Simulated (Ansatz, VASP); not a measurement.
# Ge5Pt in VASP and in Ansatz

File INCAR:

```
SYSTEM = Ge5Pt
ALGO     = Normal         ! electronic algorithm
EDIFF    = 1E-6           ! SCF threshold, eV
ENCUT    = 520            ! plane-wave cutoff, eV
GGA      = PE             ! functional
ISIF     = 2              ! what is computed and relaxed
ISMEAR   = 0              ! smearing method
LASPH    = .True.         ! aspherical terms in the spheres
LCHARG   = .False.        ! write CHGCAR
LREAL    = .False.        ! projectors in reciprocal space
LWAVE    = .False.        ! write WAVECAR
NBANDS   = 92             ! bands
NELM     = 100            ! most SCF steps
PREC     = Accurate       ! precision mode
SIGMA    = 0.2            ! smearing width, eV
```

File KPOINTS:

```
k-points
0
Gamma
  6 6 2
  0 0 0
```

Contents of POSCAR:

```
Ge5Pt
1.0
    4.0680367650      0.0000000000      0.0000000000
   -2.0340183825      3.5230231820      0.0000000000
    0.0000000000      0.0000000000     18.4238992184
Ge Pt
10 2
Direct
    0.6666666667      0.3333333333      0.9774189124
    0.6666666667      0.3333333333      0.8413378695
    0.3333333333      0.6666666667      0.0225810876
    0.3333333333      0.6666666667      0.1586621305
    1.0000000000      1.0000000000      0.2036694017
    1.0000000000      1.0000000000      0.3398934146
    0.0000000000      0.0000000000      0.7963305983
    0.0000000000      0.0000000000      0.6601065854
    0.6666666667      0.3333333333      0.5480147620
    0.3333333333      0.6666666667      0.4519852380
    0.6666666667      0.3333333333      0.3998746760
    0.3333333333      0.6666666667      0.6001253240
```

Input for Ansatz:

```yaml
crystal:
  lattice:
    - [4.068036765, 0.0, 0.0]
    - [-2.0340183825, 3.523023182, 0.0]
    - [0.0, 0.0, 18.4238992184]
  atoms:
    - { symbol: Ge, position: [0.6666666667, 0.3333333333, 0.9774189124] }
    - { symbol: Ge, position: [0.6666666667, 0.3333333333, 0.8413378695] }
    - { symbol: Ge, position: [0.3333333333, 0.6666666667, 0.0225810876] }
    - { symbol: Ge, position: [0.3333333333, 0.6666666667, 0.1586621305] }
    - { symbol: Ge, position: [1.0, 1.0, 0.2036694017] }
    - { symbol: Ge, position: [1.0, 1.0, 0.3398934146] }
    - { symbol: Ge, position: [0.0, 0.0, 0.7963305983] }
    - { symbol: Ge, position: [0.0, 0.0, 0.6601065854] }
    - { symbol: Ge, position: [0.6666666667, 0.3333333333, 0.548014762] }
    - { symbol: Ge, position: [0.3333333333, 0.6666666667, 0.451985238] }
    - { symbol: Pt, position: [0.6666666667, 0.3333333333, 0.399874676] }
    - { symbol: Pt, position: [0.3333333333, 0.6666666667, 0.600125324] }
basis:
  ecutwfc: 420
kpoints:
  mp_grid: { grid: [6, 6, 2] }
hamiltonian:
  xc: pbe
scf:
  occupations: { method: gaussian, width: 0.2 }
  lower_state_search: "off"
output:
  forces: true
  stress: true
  eigenvalues: true
```

Alike in both runs: task single point; functional PBE; k mesh 6 × 6 × 2; occupations gaussian, width 0.2 eV; no spin polarisation.

```csv
,VASP,Ansatz
version,VASP 6.6.1,Ansatz 0.2.0
potentials or method,"VASP PAW PBE potentials, release 64 (Ge_d, Pt), cutoff 520 eV","scalar-relativistic, plane waves, PAW"
valence electrons in the cell,160,176
```

Ansatz gave:

```
gap on the k mesh at the Fermi level (eV)                     : none
pressure (GPa)                                                : 0.0
traceless stress, the component that is largest in VASP (GPa) : 0.24
rms of the force components (eV/Å)                            : 0.043
```

Problem. Which values does VASP return?

Solution. gap on the k mesh at the Fermi level (eV): none; pressure (GPa): -0.1; traceless stress, the component that is largest in VASP (GPa): 0.24; rms of the force components (eV/Å): 0.043.

Atom by atom the forces differ by 0.001 eV/Å (rms over components). A gap of «none» marks a metal or a gap that the smearing closes. VASP's potentials hold 160 valence electrons a cell and Ansatz's 176, so a difference there can come from the potentials and not from the codes.

Spin-orbit coupling is off throughout.
